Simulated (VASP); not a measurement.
Runs of VASP 6.6.1 on ZnCd2Te3. The structure is that of space group P6/mmm (No. 191), or close to it. The cells are those of the table. 

| task | cell | k mesh | cutoff (eV) | gap on the mesh (eV) | pressure (GPa) |
| --- | --- | --- | --- | --- | --- |
| single point | a = 5.496, b = 5.496, c = 6.335 Å, angles 90.0, 90.0, 120.0°, 6 atoms | 12 × 12 × 6 | 520 | none | 0.0 |
| single point | a = 5.446, b = 5.446, c = 6.639 Å, angles 90.0, 90.0, 120.0°, 6 atoms | 6 × 6 × 2 | 520 | none | (a) |
| relaxation of cell and atoms | relaxed from a = 5.446, b = 5.446, c = 6.639 Å, angles 90.0, 90.0, 120.0°, 6 atoms | 6 × 6 × 4 | 600 | none | 0.0 |
| single point | a = 4.470, b = 4.470, c = 9.648 Å, angles 90.0, 90.0, 120.0°, 6 atoms | 6 × 6 × 2 | 520 | none | 40.5 |
| single point | a = 5.429, b = 5.429, c = 6.536 Å, angles 90.0, 90.0, 120.0°, 6 atoms | 6 × 6 × 4 | 520 | none | 0.0 |

Alike in all rows: level PBE; potentials or basis VASP PAW PBE potentials, release 64 (Zn, Cd, Te); no spin polarisation; smearing gaussian 0.1 eV.

Question: Fill in the values left out.

Answer: (a) 0.1.

Caveats: some runs use coarse meshes; spin-orbit coupling is left out, which moves the levels of the heavy elements.

A k mesh can miss the band edges, and the runs leave out spin-orbit coupling on Cd, Te.

A gap of «none» marks levels without a gap at the run's occupations.
